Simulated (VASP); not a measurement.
Input of a VASP 6.6.1 run:

The input INCAR:

```
ALGO = Normal
EDIFF = 1E-6
ENCUT = 520
GGA = PE
ISIF = 2
ISMEAR = 0
LASPH = True
LCHARG = False
LREAL = False
LWAVE = False
NBANDS = 21
NELM = 80
PREC = Accurate
SIGMA = 0.1
```

KPOINTS

```
k-points
0
Gamma
  4 4 4
```

POSCAR

```
Be2SbP3
1.0
    5.1045259948      0.0000000000      0.0000000000
    0.0000000000      5.1045259948      0.0000000000
    0.0000000000      0.0000000000      4.8203101441
Be Sb P
2 1 3
Direct
    0.0000000000      0.5000000000      0.0000000000
    0.5000000000      0.0000000000      0.0000000000
    0.5000000000      0.5000000000      0.5000000000
    0.0000000000      0.5000000000      0.5000000000
    0.5000000000      0.0000000000      0.5000000000
    0.5000000000      0.5000000000      0.0000000000
```

Potentials or basis: VASP PAW PBE potentials, release 64 (Be, Sb, P).

The run is started by

```bash
$ cat potpaw_PBE.64/Be/POTCAR potpaw_PBE.64/Sb/POTCAR potpaw_PBE.64/P/POTCAR > POTCAR
$ mpirun -np 1 vasp_std > vasp.out
```

Problem. Predict the pressure.

Solution. 0.1 GPa.

Problem. Predict the band gap on the k mesh.

Solution. Zero (bands 12 and 13 overlap by 1.46 eV).

Stress tensor (GPa, compression positive):
```
0.11 0.00 0.00
0.00 0.11 0.00
0.00 0.00 0.20
```

Caveat: spin-orbit coupling is left out, which moves the levels of the heavy elements.
